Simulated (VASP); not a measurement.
Crystal: InGaP2.

```
In Ga P
1.0
     5.65575    0.00000    0.00000
     0.00000   -5.65575    0.00000
     0.00000    0.00000   -5.65575
In Ga P
2 2 4
Cartesian
  0.0000 -2.8279 -2.8279
  2.8279 0.0000 -2.8279
  2.8279 -2.8279 0.0000
  0.0000 0.0000 0.0000
  1.4139 -1.4139 -1.4139
  4.2418 -4.2418 -1.4139
  4.2418 -1.4139 -4.2418
  1.4139 -4.2418 -4.2418
```

| Property | Result |
| --- | --- |
| Program | VASP 6.6.1 |
| Task | relaxation of cell and atoms |
| Functional | PBEsol |
| Potentials or basis | VASP PAW PBE potentials, release 64 (In_d, Ga_d, P) |
| Cutoff | 600 eV |
| k mesh | 4 × 4 × 4 |
| Occupations | gaussian, width 0.1 eV |
| Spin | no spin polarisation |

At the start: pressure 1.1 GPa; volume 22.61 Å³/atom.

**Question.** How do energy, volume and symmetry change on relaxing?

**Answer.** Over 5 steps the energy falls by 47.0 meV/atom and the volume is 22.64 Å³/atom (+0.1 %); space group P-4m2 (No. 115, to 0.05 Å).

Step by step:
```csv
step,energy change (eV),largest force (eV/Å),pressure (GPa),volume (Å³)
1,0.0000,1.5679,1.12,180.91
2,-0.3105,0.5269,-1.30,185.09
3,-0.3328,0.1850,-2.02,186.59
4,-0.3702,0.1049,0.76,179.15
5,-0.3764,0.0216,-0.02,181.11
```

Final structure:
```
In Ga P
1.0
     5.65470    0.00000    0.00000
     0.00000   -5.65470    0.00000
     0.00000    0.00000   -5.66410
In Ga P
2 2 4
Direct
  0.00000 0.50000 0.50000
  0.50000 0.00000 0.50000
  0.50000 0.50000 0.00000
  0.00000 0.00000 0.00000
  0.25000 0.25000 0.22849
  0.75000 0.75000 0.22849
  0.75000 0.25000 0.77151
  0.25000 0.75000 0.77151
```

Caveat: the PAW data sets were made with another functional, which shifts forces and pressure a little; spin-orbit coupling is left out, which moves the levels of the heavy elements; the relaxation stopped at a loose force limit of 0.05 eV/Å, so its end isn't a converged minimum.
